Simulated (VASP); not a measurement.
# NaF (P6_3/mmc) in VASP: notebook, part 2 of 2

VASP 6.6.1. Earlier steps stand in the parts before.

### 3 Single point, r2SCAN (volume changed by -3%)

File POSCAR:

```
NaF
1.0
    3.8289928087      0.0000000000      0.0000000000
   -1.9144964044      3.3160050433      0.0000000000
    0.0000000000      0.0000000000      4.5054347160
Na F
2 2
Direct
    0.3333333333      0.6666666667      0.2500000000
    0.6666666667      0.3333333333      0.7500000000
    0.6666666667      0.3333333333      0.2500000000
    0.3333333333      0.6666666667      0.7500000000
```

File INCAR.step1:

```
SYSTEM = NaF
  PREC = Accurate
  ENCUT = 520
  ISMEAR = 0
  SIGMA = 0.01
  LREAL = .False.
  LASPH = .True.
  NELM = 80
  NBANDS = 22
  GGA = PE
  ALGO = Normal
  EDIFF = 1E-4
  LWAVE = .True.
  LCHARG = .False.
```

File INCAR.step2:

```
SYSTEM = NaF
  PREC = Accurate
  ENCUT = 520
  EDIFF = 1E-6
  ISMEAR = 0
  SIGMA = 0.01
  LREAL = .False.
  LASPH = .True.
  NELM = 80
  ALGO = Normal
  ISIF = 2
  LWAVE = .False.
  LCHARG = .False.
  METAGGA = R2SCAN
  LMIXTAU = .True.
  NBANDS = 22
  ISTART = 1
```

File KPOINTS:

```
Automatic mesh
0
Gamma
  6 6 6
  0 0 0
```

Potentials or basis: VASP PAW PBE potentials, release 64 (Na_pv, F).

Run with:

```console
$ cat potpaw_PBE.64/Na_pv/POTCAR potpaw_PBE.64/F/POTCAR > POTCAR
$ cp INCAR.step1 INCAR
$ mpirun -np 1 vasp_std > vasp.out
$ cp INCAR.step2 INCAR
$ mpirun -np 1 vasp_std > vasp.out
```

OUTCAR:

```text
SYSTEM = NaF
   PREC = Accurate
   ENCUT = 520
   EDIFF = 1E-6
   ISMEAR = 0
   LREAL = .False.
   LASPH = .True.
   NELM = 80
   ISIF = 2
   METAGGA = R2SCAN
   ISTART = 1

 ion  position               nearest neighbor table
   1  0.333  0.667  0.250-   3 2.21   3 2.21   3 2.21   4 2.25   4 2.25
   2  0.667  0.333  0.750-   4 2.21   4 2.21   4 2.21   3 2.25   3 2.25
   3  0.667  0.333  0.250-   1 2.21   1 2.21   1 2.21   2 2.25   2 2.25
   4  0.333  0.667  0.750-   2 2.21   2 2.21   2 2.21   1 2.25   1 2.25

  LATTYP: Found a hexagonal cell.
 ALAT       =     3.8289928087
 C/A-ratio  =     1.1766631438

  Lattice vectors:

 A1 = (   3.8289928087,   0.0000000000,   0.0000000000)
 A2 = (  -1.9144964044,   3.3160050433,   0.0000000000)
 A3 = (   0.0000000000,   0.0000000000,   4.5054347160)

Analysis of symmetry for initial positions (statically):
=====================================================================
 Subroutine PRICEL returns:
 Original cell was already a primitive cell.

 Routine SETGRP: Setting up the symmetry group for a
 hexagonal supercell.

 Subroutine GETGRP returns: Found 24 space group operations
 (whereof 12 operations were pure point group operations)
 out of a pool of 24 trial point group operations.

The static configuration has the point symmetry D_3d.
 The point group associated with its full space group is D_6h.

Analysis of symmetry for dynamics (positions and initial velocities):
=====================================================================
 Subroutine PRICEL returns:
 Original cell was already a primitive cell.

 Routine SETGRP: Setting up the symmetry group for a
 hexagonal supercell.

 Subroutine GETGRP returns: Found 24 space group operations
 (whereof 12 operations were pure point group operations)
 out of a pool of 24 trial point group operations.

[... 115 lines left out ...]
   PSTRESS=    0.0 pullay stress
   NELECT =      28.0000    total number of electrons
   NUPDOWN=      -1.0000    fix difference up-down
   EMIN   =  10.00;   EMAX   =-10.00  energy-range for DOS
   EFERMI =   0.00;   METHOD = LEGACY
   ISMEAR =     0;   SIGMA  =   0.01  broadening in eV -4-tet -1-fermi 0-gaus
   EFERMI_NEDOS =   21; number of points for ismear=-14 and -15
   IALGO  =     38    algorithm
   IMIX   =      4    mixing-type and parameters
     AMIX     =   0.40;   BMIX     =  1.00
     AMIX_MAG =   1.60;   BMIX_MAG =  1.00
  volume/ion in A,a.u.               =      14.30        96.51
  Fermi-wavevector in a.u.,A,eV,Ry     =   1.290175  2.438078 22.647606  1.664552
  Thomas-Fermi vector in A             =   2.422023
   LORBIT       =      0    0 simple, 1 ext, 2 COOP (PROOUT), +10 PAW based schemes
   METAGGA = R2SCAN    functional components
   LHFCALC =     F    Hartree Fock is set to
   AEXX    =    0.0000 exact exchange contribution
   IVDW    =     0    specifies the selected vdW correction
   LEPSILON=     F    determine dielectric tensor
   LRPA    =     F    only Hartree local field effects (RPA)
 non-spin polarized calculation
 Gauss-broadening in eV      SIGMA  =   0.01
  energy-cutoff  :      520.00
  volume of cell :       57.21
 maximum number of plane-waves:      1560
   NGX = 15   NGY = 15   NGZ = 17

 number of electron      27.9999998 magnetization

 Free energy of the ion-electron system (eV)
  ---------------------------------------------------
  ext. energy  EPLUGINS =         0.00000000
  ---------------------------------------------------
  free energy    TOTEN  =       -24.93811795 eV

  energy without entropy =      -24.93811795  energy(sigma->0) =      -24.93811795

 E-fermi :  -3.1862     XC(G=0):  -8.8520

 val. band max:       -3.2949494539   @ k =   0.0000   0.0000   0.0000
 cond. band min:       3.1516071252   @ k =   0.0000   0.0000   0.0000
 fundamental gap:      6.4465565791
 Fermi energy:        -3.1861837912

 k-point     1 :       0.0000    0.0000    0.0000
  band No.  band energies     occupation
      1     -23.5938      2.00000
      2     -23.3557      2.00000
      3     -22.8671      2.00000
      4     -22.8157      2.00000
      5     -22.8154      2.00000
      6     -22.7627      2.00000
[... 589 lines left out ...]
     21      15.7173      0.00000
     22      15.7173      0.00000

 [... further k-points ...]
[... 5 lines left out ...]
  --------------------------------------------------------------------------------------
  -------------------------------------------------------------------------------------
  Total        0.3990604      0.3990604      0.4415945     -0.0000000      0.0000000      0.0000000
  in kB       11.1766788     11.1766788     12.3679519     -0.0000000      0.0000000      0.0000000
  external PRESSURE =      11.5737698 kB  Pullay stress =       0.0000000 kB

 VOLUME and BASIS-vectors are now :
 -----------------------------------------------------------------------------
  energy-cutoff  :      520.00
  volume of cell :       57.21
      direct lattice vectors                 reciprocal lattice vectors
     3.828992809  0.000000000  0.000000000     0.261165285  0.150783848  0.000000000
    -1.914496404  3.316005043  0.000000000     0.000000000  0.301567696  0.000000000
     0.000000000  0.000000000  4.505434716     0.000000000  0.000000000  0.221954165

 POSITION                                       TOTAL-FORCE (eV/Angst)
 -----------------------------------------------------------------------------------
     -0.00000      2.21067      1.12636        -0.000000      0.000000      0.000000
      1.91450      1.10534      3.37908         0.000000     -0.000000      0.000000
      1.91450      1.10534      1.12636         0.000000      0.000000     -0.000000
     -0.00000      2.21067      3.37908        -0.000000     -0.000000     -0.000000
 -----------------------------------------------------------------------------------
    total drift:                               -0.000000      0.000000     -0.000000

  FREE ENERGIE OF THE ION-ELECTRON SYSTEM (eV)
  ---------------------------------------------------
  free  energy   TOTEN  =       -24.9381179452 eV

  energy  without entropy=      -24.9381179452  energy(sigma->0) =      -24.93811795
```

OUTCAR.step1:

```text
SYSTEM = NaF
   PREC = Accurate
   ENCUT = 520
   ISMEAR = 0
   LREAL = .False.
   LASPH = .True.
   NELM = 80
[... 830 lines left out ...]
      1.91450      1.10534      3.37908         0.000000      0.000000      0.000000
      1.91450      1.10534      1.12636         0.000000     -0.000000      0.000000
     -0.00000      2.21067      3.37908        -0.000000      0.000000      0.000000
 -----------------------------------------------------------------------------------
    total drift:                               -0.000000      0.000000     -0.000000

  FREE ENERGIE OF THE ION-ELECTRON SYSTEM (eV)
  ---------------------------------------------------
  free  energy   TOTEN  =       -16.9263170029 eV

  energy  without entropy=      -16.9263170029  energy(sigma->0) =      -16.92631700
```

OSZICAR.step1:

```text
N       E                     dE             d eps       ncg     rms          rms(c)
DAV:   1     0.315496413781E+03    0.31550E+03   -0.15409E+04  1232   0.154E+03
DAV:   2     0.900266763554E+01   -0.30649E+03   -0.28935E+03  1312   0.442E+02
DAV:   3    -0.185872522730E+02   -0.27590E+02   -0.27425E+02  1490   0.133E+02
DAV:   4    -0.191347604110E+02   -0.54751E+00   -0.54741E+00  1310   0.207E+01
DAV:   5    -0.191453613682E+02   -0.10601E-01   -0.10601E-01  1454   0.271E+00    0.825E+00
DAV:   6    -0.169493794097E+02    0.21960E+01   -0.83888E+00  1826   0.204E+01    0.273E+00
DAV:   7    -0.169122245753E+02    0.37155E-01   -0.87822E-02  1320   0.265E+00    0.164E+00
DAV:   8    -0.169209842273E+02   -0.87597E-02   -0.69444E-02  1264   0.391E+00    0.250E-01
DAV:   9    -0.169260029682E+02   -0.50187E-02   -0.13990E-02  1328   0.869E-01    0.169E-01
DAV:  10    -0.169263017348E+02   -0.29877E-03   -0.31667E-03  1346   0.624E-01    0.231E-02
DAV:  11    -0.169263170029E+02   -0.15268E-04   -0.11009E-04  1304   0.883E-02
   1 F= -.16926317E+02 E0= -.16926317E+02  d E =-.793930E-13
```

It took 88 s on 1 thread of Intel Xeon Platinum 8375C at 2.90GHz (Ice Lake), shared host; peak memory 0.18 GiB.

Results:

```
Free energy            : -24.9381 eV
Pressure               : 1.2 GPa
Band gap on the k mesh : 6.45 eV, direct
```

Stress tensor (GPa, compression positive):
```
1.12 0.00 0.00
0.00 1.12 0.00
0.00 0.00 1.24
```

Caveat: the cell differs from its parent crystal (volume changed by -3%); the PAW data sets were made with another functional, which shifts forces and pressure a little. A k mesh can miss the band edges.

### 4 Single point, r2SCAN

This run uses another cell than the first one, of 14.74 Å³/atom, 1.064 times its volume.

File POSCAR:

```
NaF
1.0
    3.8680668627      0.0000000000      0.0000000000
   -1.9340334314      3.3498441666      0.0000000000
    0.0000000000      0.0000000000      4.5514117151
Na F
2 2
Direct
    0.3333333333      0.6666666667      0.2500000000
    0.6666666667      0.3333333333      0.7500000000
    0.6666666667      0.3333333333      0.2500000000
    0.3333333333      0.6666666667      0.7500000000
```

File INCAR.step1:

```
ALGO = Normal ; EDIFF = 1E-4
ENCUT = 520 ; GGA = PE
ISMEAR = 0 ; LASPH = True
LCHARG = False ; LREAL = False
LWAVE = True ; NBANDS = 22
NELM = 60 ; PREC = Accurate
SIGMA = 0.01
```

File INCAR.step2:

```
ALGO = Normal ; EDIFF = 1E-7
ENCUT = 520 ; ISIF = 2
ISMEAR = 0 ; ISTART = 1
LASPH = True ; LCHARG = False
LMIXTAU = True ; LREAL = False
LWAVE = False ; METAGGA = R2SCAN
NBANDS = 22 ; NELM = 60
PREC = Accurate ; SIGMA = 0.01
```

File KPOINTS:

```
k-points
0
Gamma
  6 6 6
```

Run with:

```console
$ cat potpaw_PBE.64/Na_pv/POTCAR potpaw_PBE.64/F/POTCAR > POTCAR
$ cp INCAR.step1 INCAR
$ mpirun -np 1 vasp_std > vasp.out
$ cp INCAR.step2 INCAR
$ mpirun -np 1 vasp_std > vasp.out
```

Run time: 2 min. Hardware: 1 thread of Intel Xeon Platinum 8375C at 2.90GHz (Ice Lake), shared host; peak memory 0.18 GiB.

Results (log left out):

| Item | Value |
| --- | --- |
| Free energy | -24.9420 eV |
| Pressure | -0.5 GPa |
| Band gap on the k mesh | 6.35 eV, direct |

Levels at points of the mesh, in eV from the valence-band top:
```tsv
k point	band 12	band 13	band 14	band 15	band 16	band 17
(0.00, 0.00, 0.00)	-0.31	-0.31	0.00	6.35	13.68	13.83
(0.50, 0.00, 0.00)	-0.60	-0.36	-0.18	9.32	11.44	13.44
(0.00, 0.00, 0.50)	-0.46	-0.46	-0.46	8.65	8.65	17.43
(0.50, 0.00, 0.50)	-0.48	-0.27	-0.27	10.43	10.43	13.51
```

Caveat: the PAW data sets were made with another functional, which shifts forces and pressure a little. A k mesh can miss the band edges.

### 5 Single point, r2SCAN (volume changed by +3%)

File POSCAR:

```
NaF
1.0
    3.9063670452      0.0000000000      0.0000000000
   -1.9531835226      3.3830130977      0.0000000000
    0.0000000000      0.0000000000      4.5964781283
Na F
2 2
Direct
    0.3333333333      0.6666666667      0.2500000000
    0.6666666667      0.3333333333      0.7500000000
    0.6666666667      0.3333333333      0.2500000000
    0.3333333333      0.6666666667      0.7500000000
```

File INCAR.step1:

```
PREC = Accurate
ENCUT = 520
ISMEAR = 0
SIGMA = 0.01
LREAL = False
LASPH = True
NELM = 80
NBANDS = 22
GGA = PE
ALGO = Normal
EDIFF = 1E-4
LWAVE = True
LCHARG = False
```

File INCAR.step2:

```
PREC = Accurate
ENCUT = 520
EDIFF = 1E-6
ISMEAR = 0
SIGMA = 0.01
LREAL = False
LASPH = True
NELM = 80
ALGO = Normal
ISIF = 2
LWAVE = False
LCHARG = True
METAGGA = R2SCAN
LMIXTAU = True
LELF = True
LVHAR = True
NBANDS = 22
ISTART = 1
```

File KPOINTS:

```
regular mesh
0
Gamma
  6 6 6
```

Run with:

```console
$ cat potpaw_PBE.64/Na_pv/POTCAR potpaw_PBE.64/F/POTCAR > POTCAR
$ cp INCAR.step1 INCAR
$ mpirun -np 1 vasp_std > vasp.out
$ cp INCAR.step2 INCAR
$ mpirun -np 1 vasp_std > vasp.out
```

Wall time 1.8 min (1 thread of Intel Xeon Platinum 8375C at 2.90GHz (Ice Lake), shared host); peak memory 0.19 GiB.

It converged, with:

* Free energy: -24.9318 eV
* Pressure: -1.6 GPa
* Band gap on the k mesh: 6.26 eV, direct

Stress tensor (GPa, compression positive):
```
-1.52  0.00  0.00
 0.00 -1.52  0.00
 0.00  0.00 -1.64
```

Levels at points of the mesh, in eV from the valence-band top:
| k point | band 12 | band 13 | band 14 | band 15 | band 16 | band 17 |
| --- | --- | --- | --- | --- | --- | --- |
| (0.00, 0.00, 0.00) | -0.29 | -0.29 | 0.00 | 6.26 | 13.47 | 13.61 |
| (0.50, 0.00, 0.00) | -0.57 | -0.34 | -0.17 | 9.21 | 11.20 | 13.31 |
| (0.00, 0.00, 0.50) | -0.44 | -0.44 | -0.44 | 8.51 | 8.51 | 17.20 |
| (0.50, 0.00, 0.50) | -0.46 | -0.25 | -0.25 | 10.32 | 10.32 | 13.24 |

Caveat: the cell differs from its parent crystal (volume changed by +3%); the PAW data sets were made with another functional, which shifts forces and pressure a little.

### 6 Single point, r2SCAN (volume changed by +6%)

File POSCAR:

```
NaF
1.0
    3.9439305712      0.0000000000      0.0000000000
   -1.9719652856      3.4155440654      0.0000000000
    0.0000000000      0.0000000000      4.6406777448
Na F
2 2
Direct
    0.3333333333      0.6666666667      0.2500000000
    0.6666666667      0.3333333333      0.7500000000
    0.6666666667      0.3333333333      0.2500000000
    0.3333333333      0.6666666667      0.7500000000
```

File INCAR.step1:

```
SYSTEM = NaF
  PREC = Accurate
  ENCUT = 520
  ISMEAR = 0
  SIGMA = 0.01
  LREAL = .FALSE.
  LASPH = .TRUE.
  NELM = 60
  NBANDS = 22
  GGA = PE
  ALGO = Normal
  EDIFF = 1E-4
  LWAVE = .TRUE.
  LCHARG = .FALSE.
```

File INCAR.step2:

```
SYSTEM = NaF
  PREC = Accurate
  ENCUT = 520
  EDIFF = 1E-6
  ISMEAR = 0
  SIGMA = 0.01
  LREAL = .FALSE.
  LASPH = .TRUE.
  NELM = 60
  ALGO = Normal
  ISIF = 2
  LWAVE = .FALSE.
  LCHARG = .TRUE.
  METAGGA = R2SCAN
  LMIXTAU = .TRUE.
  LELF = .TRUE.
  LVHAR = .TRUE.
  NBANDS = 22
  ISTART = 1
```

File KPOINTS:

```
regular mesh
0
G
  6 6 6
  0 0 0
```

Potentials or basis: VASP PAW PBE potentials, release 64 (Na_pv, F).

Run with:

```console
$ cat potpaw_PBE.64/Na_pv/POTCAR potpaw_PBE.64/F/POTCAR > POTCAR
$ cp INCAR.step1 INCAR
$ mpirun -np 1 vasp_std > vasp.out
$ cp INCAR.step2 INCAR
$ mpirun -np 1 vasp_std > vasp.out
```

Wall time 1.9 min (1 thread of Intel Xeon Platinum 8375C at 2.90GHz (Ice Lake), shared host); peak memory 0.19 GiB.

Results (log left out):

```yaml
Free_energy: -24.9104 eV
Pressure: -2.6 GPa
Band_gap_on_the_k_mesh: 6.17 eV, direct
```

Stress tensor (GPa, compression positive):
```
-2.43  0.00  0.00
 0.00 -2.43  0.00
 0.00  0.00 -2.86
```

Levels at points of the mesh, in eV from the valence-band top:
```tsv
k point	band 11	band 12	band 13	band 14	band 15	band 16	band 17	band 18
(0.00, 0.00, 0.00)	-0.55	-0.27	-0.27	0.00	6.17	13.27	13.40	15.99
(0.50, 0.00, 0.00)	-0.65	-0.55	-0.33	-0.16	9.11	10.98	13.18	15.68
(0.00, 0.00, 0.50)	-0.42	-0.42	-0.42	-0.42	8.39	8.39	16.98	16.98
(0.50, 0.00, 0.50)	-0.44	-0.44	-0.24	-0.24	10.21	10.21	12.98	12.98
```

Caveat: the cell differs from its parent crystal (volume changed by +6%); the PAW data sets were made with another functional, which shifts forces and pressure a little.

### 7 Summary

| cell | gap on the mesh (eV) | pressure (GPa) |
| --- | --- | --- |
| a = 3.789, b = 3.789, c = 4.458 Å, angles 90.0, 90.0, 120.0°, 4 atoms | 6.55 | 2.8 |
| a = 3.829, b = 3.829, c = 4.505 Å, angles 90.0, 90.0, 120.0°, 4 atoms | 6.45 | 1.2 |
| a = 3.868, b = 3.868, c = 4.551 Å, angles 90.0, 90.0, 120.0°, 4 atoms | 6.35 | -0.5 |
| a = 3.906, b = 3.906, c = 4.596 Å, angles 90.0, 90.0, 120.0°, 4 atoms | 6.26 | -1.6 |
| a = 3.944, b = 3.944, c = 4.641 Å, angles 90.0, 90.0, 120.0°, 4 atoms | 6.17 | -2.6 |

Alike in all rows: task single point; level r2SCAN; potentials or basis VASP PAW PBE potentials, release 64 (Na_pv, F); no spin polarisation; k mesh 6 × 6 × 6; cutoff (eV) 520; smearing gaussian 0.01 eV.

Caveats: the PAW data sets were made with another functional, which shifts forces and pressure a little.

Total energies depend on the potentials used, so only differences within one code and one set of settings carry meaning.
